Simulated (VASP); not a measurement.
# MgO (Fm-3m) in VASP: notebook

MgO is run at these levels: PBE; tasks: single point, relaxation of cell and atoms.

All numbers are computed with VASP 6.6.1; they aren't measurements. Logs are shortened: lines on timing, memory, paths and dates and some standing lists are left out, and cuts for length are marked.

### 1 The cell of the first run

Symmetry: Fm-3m, No. 225, cubic system. The conventional cell has a = 4.147 Å, b = 4.147 Å, c = 4.147 Å, α = 90.00°, β = 90.00°, γ = 90.00°. Within 2.7 Å of Mg (site symmetry m-3m) lie 6 O at 2.07 Å. O (site symmetry m-3m) has 6 Mg at 2.07 Å within 2.7 Å.

### 2 Single point, PBE

The input, INCAR:

```
PREC = Accurate
ENCUT = 520
EDIFF = 1E-6
ISMEAR = 0
SIGMA = 0.02
LREAL = False
LASPH = True
NELM = 100
ALGO = Normal
ISIF = 2
LWAVE = False
LCHARG = True
GGA = PE
LELF = True
LVHAR = True
NBANDS = 11
```

The input, KPOINTS:

```
Automatic mesh
0
Gamma
  10 10 10
```

The input, POSCAR:

```
MgO
1.0
    0.0000000000      2.0736245908      2.0736245908
    2.0736245908      0.0000000000      2.0736245908
    2.0736245908      2.0736245908      0.0000000000
Mg O
1 1
Direct
    0.0000000000      0.0000000000      0.0000000000
    0.5000000000      0.5000000000      0.5000000000
```

Potentials or basis: VASP PAW PBE potentials, release 64 (Mg, O).

On the command line:

```bash
cat potpaw_PBE.64/Mg/POTCAR potpaw_PBE.64/O/POTCAR > POTCAR
mpirun -np 1 vasp_std > vasp.out
```

OUTCAR:

```text
PREC = Accurate
   ENCUT = 520
   EDIFF = 1E-6
   ISMEAR = 0
   LREAL = False
   LASPH = True
   NELM = 100
   ISIF = 2
   GGA = PE

 ion  position               nearest neighbor table
   1  0.000  0.000  0.000-   2 2.07   2 2.07   2 2.07   2 2.07   2 2.07   2 2.07
   2  0.500  0.500  0.500-   1 2.07   1 2.07   1 2.07   1 2.07   1 2.07   1 2.07

  LATTYP: Found a face centered cubic cell.
 ALAT       =     4.1472491816

  Lattice vectors:

 A1 = (   0.0000000000,   2.0736245908,   2.0736245908)
 A2 = (   2.0736245908,   0.0000000000,   2.0736245908)
 A3 = (   2.0736245908,   2.0736245908,   0.0000000000)

Analysis of symmetry for initial positions (statically):
=====================================================================
 Subroutine PRICEL returns:
 Original cell was already a primitive cell.

 Routine SETGRP: Setting up the symmetry group for a
 face centered cubic supercell.

 Subroutine GETGRP returns: Found 48 space group operations
 (whereof 48 operations were pure point group operations)
 out of a pool of 48 trial point group operations.

The static configuration has the point symmetry O_h .

Analysis of symmetry for dynamics (positions and initial velocities):
=====================================================================
 Subroutine PRICEL returns:
 Original cell was already a primitive cell.

 Routine SETGRP: Setting up the symmetry group for a
 face centered cubic supercell.

 Subroutine GETGRP returns: Found 48 space group operations
 (whereof 48 operations were pure point group operations)
 out of a pool of 48 trial point group operations.

The dynamic configuration has the point symmetry O_h .

 Subroutine INISYM returns: Found 48 space group operations
 (whereof 48 operations are pure point group operations),
 and found     1 'primitive' translations

----------------------------------------------------------------------------------------

                                     Primitive cell

  volume of cell :      17.8328

  direct lattice vectors                    reciprocal lattice vectors
     0.000000000  2.073624591  2.073624591    -0.241123684  0.241123684  0.241123684
     2.073624591  0.000000000  2.073624591     0.241123684 -0.241123684  0.241123684
     2.073624591  2.073624591  0.000000000     0.241123684  0.241123684 -0.241123684

  length of vectors
     2.932548020  2.932548020  2.932548020     0.417638471  0.417638471  0.417638471

  position of ions in fractional coordinates (direct lattice)
     0.000000000  0.000000000  0.000000000
     0.500000000  0.500000000  0.500000000

  ion indices of the primitive-cell ions
   primitive index   ion index
                 1           1
                 2           2

----------------------------------------------------------------------------------------

 KPOINTS: Automatic mesh

Automatic generation of k-mesh.
 Grid dimensions read from file:
 generate k-points for:   10   10   10

 Generating k-lattice:

  Cartesian coordinates                     Fractional coordinates (reciprocal lattice)
    -0.024112368  0.024112368  0.024112368     0.100000000  0.000000000  0.000000000
     0.024112368 -0.024112368  0.024112368     0.000000000  0.100000000  0.000000000
     0.024112368  0.024112368 -0.024112368     0.000000000  0.000000000  0.100000000

  Length of vectors
     0.041763847  0.041763847  0.041763847

  Shift w.r.t. Gamma in fractional coordinates (k-lattice)
     0.000000000  0.000000000  0.000000000

 Subroutine IBZKPT returns following result:
 ===========================================

 Found     47 irreducible k-points:

 Following reciprocal coordinates:
            Coordinates               Weight
  0.000000  0.000000  0.000000      1.000000
  0.100000  0.000000  0.000000      8.000000
  0.200000  0.000000  0.000000      8.000000
  0.300000  0.000000  0.000000      8.000000
  0.400000  0.000000  0.000000      8.000000
  0.500000  0.000000  0.000000      4.000000
[... 16 lines left out ...]
  0.300000  0.300000  0.000000      6.000000
  0.400000  0.300000  0.000000     24.000000
 [... further k-points ...]
   k-points           NKPTS =     47   k-points in BZ     NKDIM =     47   number of bands    NBANDS=     11
   number of dos      NEDOS =    301   number of ions     NIONS =      2
   total plane-waves  NPLWV =  13824
   dimension x,y,z NGX =    24 NGY =   24 NGZ =   24
   dimension x,y,z NGXF=    48 NGYF=   48 NGZF=   48
   ions per type =               1   1
   NGX,Y,Z   is equivalent  to a cutoff of  13.61, 13.61, 13.61 a.u.
   NGXF,Y,Z  is equivalent  to a cutoff of  27.21, 27.21, 27.21 a.u.
 SYSTEM =  unknown system
   PREC   = accura    normal or accurate (medium, high low for compatibility)
   ISTART =      0    job   : 0-new  1-cont  2-samecut
   ICHARG =      2    charge: 1-file 2-atom 10-const
   ISPIN  =      1    spin polarized calculation?
   LNONCOLLINEAR =      F non collinear calculations
   LSORBIT =      F    spin-orbit coupling
   LASPH  =      T    aspherical Exc in radial PAW
   ENCUT  =  520.0 eV  38.22 Ry    6.18 a.u.   5.45  5.45  5.45*2*pi/ulx,y,z
   NELM   =    100;   NELMIN=  2; NELMDL= -5     # of ELM steps
   EDIFF  = 0.1E-05   stopping-criterion for ELM
   LREAL  =      F    real-space projection
   EDIFFG = 0.1E-04   stopping-criterion for IOM
   NSW    =      0    number of steps for IOM
   IBRION =     -1    ionic relax: 0-MD 1-quasi-New 2-CG
   NFREE  =      0    steps in history (QN), initial steepest desc. (CG)
   ISIF   =      2    stress and relaxation
   ISYM   =      2    0-nonsym 1-usesym 2-fastsym
   POTIM  = 0.5000    time-step for ionic-motion
   TEBEG  =    0.0;   TEEND  =   0.0 temperature during run
   PSTRESS=    0.0 pullay stress
   NELECT =       8.0000    total number of electrons
   NUPDOWN=      -1.0000    fix difference up-down
   EMIN   =  10.00;   EMAX   =-10.00  energy-range for DOS
   EFERMI =   0.00;   METHOD = LEGACY
   ISMEAR =     0;   SIGMA  =   0.02  broadening in eV -4-tet -1-fermi 0-gaus
   EFERMI_NEDOS =   21; number of points for ismear=-14 and -15
   IALGO  =     38    algorithm
   IMIX   =      4    mixing-type and parameters
     AMIX     =   0.40;   BMIX     =  1.00
     AMIX_MAG =   1.60;   BMIX_MAG =  1.00
  volume/ion in A,a.u.               =       8.92        60.17
  Fermi-wavevector in a.u.,A,eV,Ry     =   1.253232  2.368264 21.369169  1.570590
  Thomas-Fermi vector in A             =   2.387094
   LORBIT       =      0    0 simple, 1 ext, 2 COOP (PROOUT), +10 PAW based schemes
   GGA     = PE    functional components
   LHFCALC =     F    Hartree Fock is set to
   AEXX    =    0.0000 exact exchange contribution
   IVDW    =     0    specifies the selected vdW correction
   LEPSILON=     F    determine dielectric tensor
   LRPA    =     F    only Hartree local field effects (RPA)
 non-spin polarized calculation
 Gauss-broadening in eV      SIGMA  =   0.02
  energy-cutoff  :      520.00
  volume of cell :       17.83
 maximum number of plane-waves:       531
 NGX is ok and might be reduce to    24
   NGX = 11   NGY = 11   NGZ = 11

 number of electron       7.9999999 magnetization

 Free energy of the ion-electron system (eV)
  ---------------------------------------------------
  ext. energy  EPLUGINS =         0.00000000
  ---------------------------------------------------
  free energy    TOTEN  =       -11.86153194 eV

  energy without entropy =      -11.86153194  energy(sigma->0) =      -11.86153194

 E-fermi :   3.6457     XC(G=0): -11.3012

 val. band max:        3.5453432448   @ k =   0.0000   0.0000   0.0000
 cond. band min:       8.7379748379   @ k =   0.0000   0.0000   0.0000
 fundamental gap:      5.1926315931
 Fermi energy:         3.6456532551

 k-point     1 :       0.0000    0.0000    0.0000
  band No.  band energies     occupation
      1     -13.9639      2.00000
      2       3.5453      2.00000
      3       3.5453      2.00000
      4       3.5453      2.00000
      5       8.7380      0.00000
      6      19.6078      0.00000
      7      19.6078      0.00000
      8      19.6078      0.00000
      9      23.6491      0.00000
     10      25.4786      0.00000
     11      25.4786      0.00000

 k-point     2 :       0.1000    0.0000    0.0000
  band No.  band energies     occupation
      1     -13.8489      2.00000
      2       2.8844      2.00000
      3       3.4720      2.00000
      4       3.4720      2.00000
      5       9.3615      0.00000
      6      18.3451      0.00000
      7      19.8657      0.00000
      8      19.8657      0.00000
      9      24.8165      0.00000
     10      24.8165      0.00000
     11      25.3929      0.00000

 k-point     3 :       0.2000    0.0000    0.0000
  band No.  band energies     occupation
      1     -13.5333      2.00000
      2       1.5167      2.00000
      3       3.2866      2.00000
      4       3.2866      2.00000
      5      10.5507      0.00000
      6      16.8476      0.00000
      7      20.4096      0.00000
      8      20.4096      0.00000
      9      24.1435      0.00000
     10      24.1435      0.00000
     11      26.5674      0.00000

 k-point     4 :       0.3000    0.0000    0.0000
  band No.  band energies     occupation
      1     -13.1047      2.00000
      2       0.1275      2.00000
      3       3.0688      2.00000
      4       3.0688      2.00000
      5      11.4370      0.00000
      6      16.2543      0.00000
      7      20.6128      0.00000
      8      20.6128      0.00000
      9      24.5808      0.00000
     10      24.5808      0.00000
     11      25.9688      0.00000
[... 239 lines left out ...]
 k-point    22 :      -0.2000    0.2000    0.0000
  band No.  band energies     occupation
      1     -12.9782      2.00000
      2       0.3347      2.00000
      3       2.1340      2.00000
      4       3.0616      2.00000
      5      12.4535      0.00000
      6      15.7071      0.00000
      7      19.1914      0.00000
      8      21.9127      0.00000
      9      22.3715      0.00000
     10      25.4669      0.00000
     11      29.2213      0.00000

 k-point    23 :       0.3000    0.3000    0.0000
  band No.  band energies     occupation
      1     -12.8872      2.00000
      2       0.2691      2.00000
      3       2.5598      2.00000
      4       2.5598      2.00000
      5      12.9012      0.00000
      6      14.0716      0.00000
      7      18.4984      0.00000
      8      22.0556      0.00000
      9      22.0556      0.00000
     10      28.2183      0.00000
     11      31.9014      0.00000

 k-point    24 :       0.4000    0.3000    0.0000
  band No.  band energies     occupation
      1     -12.6164      2.00000
      2      -0.1841      2.00000
      3       2.1740      2.00000
      4       2.4046      2.00000
      5      13.5150      0.00000
      6      13.9462      0.00000
      7      17.6531      0.00000
      8      22.3457      0.00000
      9      22.5612      0.00000
     10      29.0120      0.00000
     11      31.4774      0.00000

 [... further k-points ...]

------------------------ aborting loop because EDIFF is reached ----------------------------------------

  FORCE on cell =-STRESS in cart. coord.  units (eV):
  Direction    XX          YY          ZZ          XY          YZ          ZX
  --------------------------------------------------------------------------------------
  -------------------------------------------------------------------------------------
  Total        1.3980950      1.3980950      1.3980950      0.0000000      0.0000000      0.0000000
  in kB      125.6107651    125.6107651    125.6107651      0.0000000      0.0000000      0.0000000
  external PRESSURE =     125.6107651 kB  Pullay stress =       0.0000000 kB

 VOLUME and BASIS-vectors are now :
 -----------------------------------------------------------------------------
  energy-cutoff  :      520.00
  volume of cell :       17.83
      direct lattice vectors                 reciprocal lattice vectors
     0.000000000  2.073624591  2.073624591    -0.241123684  0.241123684  0.241123684
     2.073624591  0.000000000  2.073624591     0.241123684 -0.241123684  0.241123684
     2.073624591  2.073624591  0.000000000     0.241123684  0.241123684 -0.241123684

 POSITION                                       TOTAL-FORCE (eV/Angst)
 -----------------------------------------------------------------------------------
      0.00000      0.00000      0.00000        -0.000000     -0.000000      0.000000
      2.07362      2.07362      2.07362         0.000000      0.000000      0.000000
 -----------------------------------------------------------------------------------
    total drift:                               -0.000000     -0.000000      0.000000

  FREE ENERGIE OF THE ION-ELECTRON SYSTEM (eV)
  ---------------------------------------------------
  free  energy   TOTEN  =       -11.8615319446 eV

  energy  without entropy=      -11.8615319446  energy(sigma->0) =      -11.86153194
```

Wall time 8.1 s (1 thread of AMD EPYC 7R13 (Zen 3), shared host); peak memory 0.11 GiB.

Results:

| Property | Result |
| --- | --- |
| Free energy | -11.8615 eV |
| Pressure | 12.6 GPa |
| Band gap on the k mesh | 5.19 eV |

Caveat: the cell stands under pressure.

### 3 Relaxation of cell and atoms, PBE, target pressure 13.3 GPa, at which the enthalpy is minimised

This run uses another cell than the first one, of 9.02 Å³/atom.

The input, INCAR:

```
PREC = Accurate
ENCUT = 600
EDIFF = 1E-7
ISMEAR = 0
SIGMA = 0.02
LREAL = False
LASPH = True
NELM = 60
ALGO = Normal
ISIF = 3
LWAVE = False
LCHARG = False
GGA = PE
IBRION = 2
NSW = 50
EDIFFG = -0.003
PSTRESS = 133.0
```

KPOINTS is that of step 2.

The input, POSCAR:

```
MgO
1.0
    0.0000000000      2.0818025999      2.0818025999
    2.0818025999      0.0000000000      2.0818025999
    2.0818025999      2.0818025999      0.0000000000
Mg O
1 1
Direct
    0.0000000000      0.0000000000      0.0000000000
    0.5000000000      0.5000000000      0.5000000000
```

Potentials or basis: VASP PAW PBE potentials, release 64 (Mg, O).

On the command line:

```bash
cat potpaw_PBE.64/Mg/POTCAR potpaw_PBE.64/O/POTCAR > POTCAR
mpirun -np 1 vasp_std > vasp.out
```

Run time: 13 s. Hardware: 1 thread of AMD EPYC 7R13 (Zen 3), shared host; peak memory 0.12 GiB.

Results (log left out):

```
Free energy                                                : -11.8587 eV
Relaxed volume                                             : 8.87 Å³/atom
Relaxed cell                                               : a = 2.928 Å, b = 2.928 Å, c = 2.928 Å, α = 60.00°, β = 60.00°, γ = 60.00°
Space group after relaxing (to 0.1 Å)                      : Fm-3m (No. 225)
Energy change on relaxing (the run minimises the enthalpy) : +10.9 meV/atom
Ionic steps                                                : 3
Pressure after relaxing                                    : 13.3 GPa
Band gap on the k mesh                                     : 5.25 eV
```

The path:
```
step  energy change (eV)  largest force (eV/Å)  pressure (GPa)  volume (Å³)
   1              0.0000                0.0000            9.94        18.04
   2              0.0388                0.0000           15.54        17.55
   3              0.0218                0.0000           13.29        17.74
```

Final structure:
```
Mg O
1.0
     0.00000    2.07018    2.07018
     2.07018    0.00000    2.07018
     2.07018    2.07018    0.00000
Mg O
1 1
Direct
  0.00000 0.00000 0.00000
  0.50000 0.50000 0.50000
```

Levels at points of the mesh, in eV from the valence-band top:
```
           k point  band 1  band 2  band 3  band 4  band 5  band 6  band 7  band 8
(0.00, 0.00, 0.00)  -17.53    0.00    0.00    0.00    5.25   16.09   16.09   16.09
(0.50, 0.00, 0.00)  -16.12   -4.85   -0.71   -0.71    8.23   13.20   16.85   16.85
(0.50, 0.50, 0.00)  -15.84   -4.30   -1.42   -1.42    9.18   10.55   13.66   19.78
```

Caveat: the cell is relaxed towards a set pressure, so the run minimises the enthalpy, not the energy.
